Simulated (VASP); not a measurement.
# TiCo3 (Pm-3m) in VASP: notebook

TiCo3 is run at these levels: PBEsol; tasks: single point.

Everything below comes from runs of VASP 6.6.1. Logs are shortened: lines on timing, memory, paths and dates and some standing lists are left out, and cuts for length are marked.

### Step 1. The cell of the first run

Symmetry: Pm-3m, No. 221, cubic system. The conventional cell has a = 3.528 Å, b = 3.528 Å, c = 3.528 Å, α = 90.00°, β = 90.00°, γ = 90.00°. Within 3.3 Å of Ti (site symmetry m-3m) lie 12 Co at 2.49 Å. Co (site symmetry 4/mmm) has 4 Ti at 2.49 Å and 8 Co at 2.49 Å within 3.3 Å.

### Step 2. Single point, PBEsol, collinear spin, ferrimagnetic start

Contents of INCAR:

```
PREC     = Accurate       # precision mode
ENCUT    = 520            # plane-wave cutoff, eV
EDIFF    = 1E-7           # SCF threshold, eV
ISMEAR   = 0              # smearing method
SIGMA    = 0.1            # smearing width, eV
LREAL    = False          # projectors in reciprocal space
LASPH    = True           # aspherical terms in the spheres
NELM     = 150            # most SCF steps
ALGO     = Fast           # electronic algorithm
ISIF     = 2              # what is computed and relaxed
LWAVE    = False          # write WAVECAR
LCHARG   = False          # write CHGCAR
ISPIN    = 2              # spin polarisation
MAGMOM   = -0.36 1.15 1.15 1.15 # initial moments
LORBIT   = 11             # projections on sites
LMAXMIX  = 4              # l up to which the mixer works
GGA      = PS             # functional
NBANDS   = 32             # bands
```

Contents of KPOINTS:

```
regular mesh
0
Gamma
  12 12 12
```

Contents of POSCAR:

```
TiCo3
1.0
    3.5283937100      0.0000000000      0.0000000000
    0.0000000000      3.5283937100      0.0000000000
    0.0000000000      0.0000000000      3.5283937100
Ti Co
1 3
Direct
    0.0000000000      0.0000000000      0.0000000000
    0.0000000000      0.5000000000      0.5000000000
    0.5000000000      0.0000000000      0.5000000000
    0.5000000000      0.5000000000      0.0000000000
```

Potentials or basis: VASP PAW PBE potentials, release 64 (Ti_sv, Co).

Run with:

```console
> cat potpaw_PBE.64/Ti_sv/POTCAR potpaw_PBE.64/Co/POTCAR > POTCAR
> mpirun -np 1 vasp_std > vasp.out
```

OUTCAR:

```text
PREC = Accurate
   ENCUT = 520
   EDIFF = 1E-7
   ISMEAR = 0
   LREAL = False
   LASPH = True
   NELM = 150
   ISIF = 2
   ISPIN = 2
   LORBIT = 11
   GGA = PS

 ion  position               nearest neighbor table
   1  0.000  0.000  0.000-   2 2.49   3 2.49   4 2.49   2 2.49   3 2.49   2 2.49   4 2.49   2 2.49
                             3 2.49   4 2.49   3 2.49   4 2.49
   2  0.000  0.500  0.500-   1 2.49   3 2.49   4 2.49   1 2.49   4 2.49   1 2.49   3 2.49   1 2.49
                             3 2.49   4 2.49   4 2.49   3 2.49
   3  0.500  0.000  0.500-   1 2.49   2 2.49   4 2.49   1 2.49   4 2.49   2 2.49   4 2.49   4 2.49
                             1 2.49   2 2.49   1 2.49   2 2.49
   4  0.500  0.500  0.000-   1 2.49   2 2.49   3 2.49   2 2.49   3 2.49   1 2.49   3 2.49   3 2.49
                             1 2.49   2 2.49   2 2.49   1 2.49

  LATTYP: Found a simple cubic cell.
 ALAT       =     3.5283937100

  Lattice vectors:

 A1 = (   3.5283937100,   0.0000000000,   0.0000000000)
 A2 = (   0.0000000000,   3.5283937100,   0.0000000000)
 A3 = (   0.0000000000,   0.0000000000,   3.5283937100)

Analysis of symmetry for initial positions (statically):
=====================================================================
 Subroutine PRICEL returns:
 Original cell was already a primitive cell.

 Routine SETGRP: Setting up the symmetry group for a
 simple cubic supercell.

 Subroutine GETGRP returns: Found 48 space group operations
 (whereof 48 operations were pure point group operations)
 out of a pool of 48 trial point group operations.

The static configuration has the point symmetry O_h .

Analysis of symmetry for dynamics (positions and initial velocities):
=====================================================================
 Subroutine PRICEL returns:
 Original cell was already a primitive cell.

 Routine SETGRP: Setting up the symmetry group for a
 simple cubic supercell.

 Subroutine GETGRP returns: Found 48 space group operations
 (whereof 48 operations were pure point group operations)
 out of a pool of 48 trial point group operations.

The dynamic configuration has the point symmetry O_h .

Analysis of structural, dynamic, and magnetic symmetry:
=====================================================================
 Subroutine PRICEL returns:
 Original cell was already a primitive cell.

 Routine SETGRP: Setting up the symmetry group for a
 simple cubic supercell.

 Subroutine GETGRP returns: Found 48 space group operations
 (whereof 48 operations were pure point group operations)
 out of a pool of 48 trial point group operations.

The overall configuration has the point symmetry O_h .

 Subroutine INISYM returns: Found 48 space group operations
 (whereof 48 operations are pure point group operations),
 and found     1 'primitive' translations

----------------------------------------------------------------------------------------

                                     Primitive cell

  volume of cell :      43.9270

  direct lattice vectors                    reciprocal lattice vectors
     3.528393710  0.000000000  0.000000000     0.283415084  0.000000000  0.000000000
     0.000000000  3.528393710  0.000000000     0.000000000  0.283415084  0.000000000
     0.000000000  0.000000000  3.528393710     0.000000000  0.000000000  0.283415084

  length of vectors
     3.528393710  3.528393710  3.528393710     0.283415084  0.283415084  0.283415084

  position of ions in fractional coordinates (direct lattice)
     0.000000000  0.000000000  0.000000000
     0.000000000  0.500000000  0.500000000
     0.500000000  0.000000000  0.500000000
     0.500000000  0.500000000  0.000000000

  ion indices of the primitive-cell ions
   primitive index   ion index
                 1           1
                 2           2
                 3           3
                 4           4

----------------------------------------------------------------------------------------

 KPOINTS: regular mesh

Automatic generation of k-mesh.
 Grid dimensions read from file:
 generate k-points for:   12   12   12

 Generating k-lattice:

  Cartesian coordinates                     Fractional coordinates (reciprocal lattice)
     0.023617924  0.000000000  0.000000000     0.083333333  0.000000000  0.000000000
     0.000000000  0.023617924  0.000000000     0.000000000  0.083333333  0.000000000
     0.000000000  0.000000000  0.023617924     0.000000000  0.000000000  0.083333333

  Length of vectors
     0.023617924  0.023617924  0.023617924

  Shift w.r.t. Gamma in fractional coordinates (k-lattice)
     0.000000000  0.000000000  0.000000000

 Subroutine IBZKPT returns following result:
 ===========================================

 Found     84 irreducible k-points:

 Following reciprocal coordinates:
            Coordinates               Weight
  0.000000  0.000000  0.000000      1.000000
  0.083333  0.000000  0.000000      6.000000
  0.166667  0.000000  0.000000      6.000000
  0.250000  0.000000  0.000000      6.000000
  0.333333  0.000000  0.000000      6.000000
  0.416667  0.000000  0.000000      6.000000
[... 16 lines left out ...]
  0.333333  0.333333  0.000000     12.000000
  0.416667  0.333333  0.000000     24.000000
 [... further k-points ...]
   k-points           NKPTS =     84   k-points in BZ     NKDIM =     84   number of bands    NBANDS=     32
   number of dos      NEDOS =    301   number of ions     NIONS =      4
   total plane-waves  NPLWV =  21952
   dimension x,y,z NGX =    28 NGY =   28 NGZ =   28
   dimension x,y,z NGXF=    56 NGYF=   56 NGZF=   56
   ions per type =               1   3
   NGX,Y,Z   is equivalent  to a cutoff of  13.19, 13.19, 13.19 a.u.
   NGXF,Y,Z  is equivalent  to a cutoff of  26.39, 26.39, 26.39 a.u.
 SYSTEM =  unknown system
   PREC   = accura    normal or accurate (medium, high low for compatibility)
   ISTART =      0    job   : 0-new  1-cont  2-samecut
   ICHARG =      2    charge: 1-file 2-atom 10-const
   ISPIN  =      2    spin polarized calculation?
   LNONCOLLINEAR =      F non collinear calculations
   LSORBIT =      F    spin-orbit coupling
   LASPH  =      T    aspherical Exc in radial PAW
   ENCUT  =  520.0 eV  38.22 Ry    6.18 a.u.   6.56  6.56  6.56*2*pi/ulx,y,z
   NELM   =    150;   NELMIN=  2; NELMDL= -5     # of ELM steps
   EDIFF  = 0.1E-06   stopping-criterion for ELM
   LREAL  =      F    real-space projection
   EDIFFG = 0.1E-05   stopping-criterion for IOM
   NSW    =      0    number of steps for IOM
   IBRION =     -1    ionic relax: 0-MD 1-quasi-New 2-CG
   NFREE  =      0    steps in history (QN), initial steepest desc. (CG)
   ISIF   =      2    stress and relaxation
   ISYM   =      2    0-nonsym 1-usesym 2-fastsym
   POTIM  = 0.5000    time-step for ionic-motion
   TEBEG  =    0.0;   TEEND  =   0.0 temperature during run
   PSTRESS=    0.0 pullay stress
   NELECT =      39.0000    total number of electrons
   NUPDOWN=      -1.0000    fix difference up-down
   EMIN   =  10.00;   EMAX   =-10.00  energy-range for DOS
   EFERMI =   0.00;   METHOD = LEGACY
   ISMEAR =     0;   SIGMA  =   0.10  broadening in eV -4-tet -1-fermi 0-gaus
   EFERMI_NEDOS =   21; number of points for ismear=-14 and -15
   IALGO  =     68    algorithm
   IMIX   =      4    mixing-type and parameters
     AMIX     =   0.40;   BMIX     =  1.00
     AMIX_MAG =   1.60;   BMIX_MAG =  1.00
  volume/ion in A,a.u.               =      10.98        74.11
  Fermi-wavevector in a.u.,A,eV,Ry     =   1.573449  2.973387 33.684510  2.475742
  Thomas-Fermi vector in A             =   2.674732
   LORBIT       =     11    0 simple, 1 ext, 2 COOP (PROOUT), +10 PAW based schemes
   GGA     = PS    functional components
   LHFCALC =     F    Hartree Fock is set to
   AEXX    =    0.0000 exact exchange contribution
   IVDW    =     0    specifies the selected vdW correction
   LEPSILON=     F    determine dielectric tensor
   LRPA    =     F    only Hartree local field effects (RPA)
 spin polarized calculation
 RMM-DIIS sequential band-by-band and
 Gauss-broadening in eV      SIGMA  =   0.10
  energy-cutoff  :      520.00
  volume of cell :       43.93
 maximum number of plane-waves:      1213
 NGX is ok and might be reduce to    28
   NGX = 13   NGY = 13   NGZ = 13

 number of electron      38.9999987 magnetization       0.6882674

 Free energy of the ion-electron system (eV)
  ---------------------------------------------------
  ext. energy  EPLUGINS =         0.00000000
  ---------------------------------------------------
  free energy    TOTEN  =       -32.72579648 eV

  energy without entropy =      -32.69854028  energy(sigma->0) =      -32.71216838

 E-fermi :  10.6725     XC(G=0): -13.6701

 val. band max:       10.6717116969   @ k =   0.5000   0.1667   0.1667
 cond. band min:      10.6740116113   @ k =   0.4167   0.2500   0.0000
 fundamental gap:      0.0022999145
 Fermi energy:        10.6725030317

 spin component 1

 k-point     1 :       0.0000    0.0000    0.0000
  band No.  band energies     occupation
      1     -45.4028      1.00000
      2     -21.7674      1.00000
      3     -21.7674      1.00000
      4     -21.7674      1.00000
      5       2.4733      1.00000
      6       6.1001      1.00000
[... 23 lines left out ...]
     30      22.7272      0.00000
     31      22.7273      0.00000

 k-point     2 :       0.0833    0.0000    0.0000
  band No.  band energies     occupation
      1     -45.4024      1.00000
      2     -21.7727      1.00000
      3     -21.7676      1.00000
      4     -21.7676      1.00000
      5       2.5705      1.00000
      6       6.1424      1.00000
[... 740 lines left out ...]
 k-point    24 :       0.4167    0.3333    0.0000
  band No.  band energies     occupation
      1     -45.3944      1.00000
      2     -21.8307      1.00000
      3     -21.8165      1.00000
      4     -21.7729      1.00000
      5       5.7338      1.00000
      6       6.9564      1.00000
[... 23 lines left out ...]
     30      23.0014      0.00000
     31      23.5304      0.00000

 [... further k-points ...]

 spin component 2

 k-point     1 :       0.0000    0.0000    0.0000
  band No.  band energies     occupation
      1     -45.4755      1.00000
      2     -21.8410      1.00000
      3     -21.8410      1.00000
      4     -21.8410      1.00000
      5       2.4837      1.00000
      6       6.2230      1.00000
[... 23 lines left out ...]
     30      22.7890      0.00000
     31      22.7890      0.00000

 k-point     2 :       0.0833    0.0000    0.0000
  band No.  band energies     occupation
      1     -45.4751      1.00000
      2     -21.8463      1.00000
      3     -21.8412      1.00000
      4     -21.8412      1.00000
      5       2.5810      1.00000
      6       6.2658      1.00000
[... 740 lines left out ...]
 k-point    24 :       0.4167    0.3333    0.0000
  band No.  band energies     occupation
      1     -45.4672      1.00000
      2     -21.9041      1.00000
      3     -21.8900      1.00000
      4     -21.8465      1.00000
      5       5.7624      1.00000
      6       7.0175      1.00000
[... 23 lines left out ...]
     30      23.0798      0.00000
     31      23.5738      0.00000

 [... further k-points ...]

 [bands above 31 left out]

------------------------ aborting loop because EDIFF is reached ----------------------------------------

  FORCE on cell =-STRESS in cart. coord.  units (eV):
  Direction    XX          YY          ZZ          XY          YZ          ZX
  --------------------------------------------------------------------------------------
  -------------------------------------------------------------------------------------
  Total       -0.1907449     -0.1907449     -0.1907449      0.0000000     -0.0000000      0.0000000
  in kB       -6.9571658     -6.9571658     -6.9571658      0.0000000     -0.0000000      0.0000000
  external PRESSURE =      -6.9571658 kB  Pullay stress =       0.0000000 kB

 VOLUME and BASIS-vectors are now :
 -----------------------------------------------------------------------------
  energy-cutoff  :      520.00
  volume of cell :       43.93
      direct lattice vectors                 reciprocal lattice vectors
     3.528393710  0.000000000  0.000000000     0.283415084  0.000000000  0.000000000
     0.000000000  3.528393710  0.000000000     0.000000000  0.283415084  0.000000000
     0.000000000  0.000000000  3.528393710     0.000000000  0.000000000  0.283415084

 POSITION                                       TOTAL-FORCE (eV/Angst)
 -----------------------------------------------------------------------------------
      0.00000      0.00000      0.00000         0.000000      0.000000      0.000000
      0.00000      1.76420      1.76420         0.000000      0.000000      0.000000
      1.76420      0.00000      1.76420         0.000000      0.000000      0.000000
      1.76420      1.76420      0.00000         0.000000      0.000000      0.000000
 -----------------------------------------------------------------------------------
    total drift:                                0.000000      0.000000      0.000000

  FREE ENERGIE OF THE ION-ELECTRON SYSTEM (eV)
  ---------------------------------------------------
  free  energy   TOTEN  =       -32.7257964815 eV

  energy  without entropy=      -32.6985402776  energy(sigma->0) =      -32.71216838

 total charge

# of ion       s       p       d       tot
------------------------------------------
    1        2.281   6.215   1.993  10.489
    2        0.529   0.550   7.353   8.432
    3        0.529   0.550   7.353   8.432
    4        0.529   0.550   7.353   8.432
--------------------------------------------------
tot          3.869   7.865  24.051  35.785

 magnetization (x)

# of ion       s       p       d       tot
------------------------------------------
    1       -0.001  -0.006  -0.077  -0.084
    2       -0.001  -0.002   0.264   0.261
    3       -0.001  -0.002   0.264   0.261
    4       -0.001  -0.002   0.264   0.261
--------------------------------------------------
tot         -0.003  -0.012   0.715   0.700
```

Wall time 4.3 min (1 thread of AMD EPYC 7R13 (Zen 3), shared host); peak memory 0.27 GiB.

What came out:

```yaml
Free_energy: -32.7258 eV
Pressure: -0.7 GPa
Net_moment: 0.69 μB per cell
Site_moments: Ti -0.08; Co +0.26 μB
Valence_electrons_inside_the_program's_atomic_spheres: Ti 10.49; Co 8.43
```

Caveat: the PAW data sets were made with another functional, which shifts forces and pressure a little.

[end of part 1 of 2]
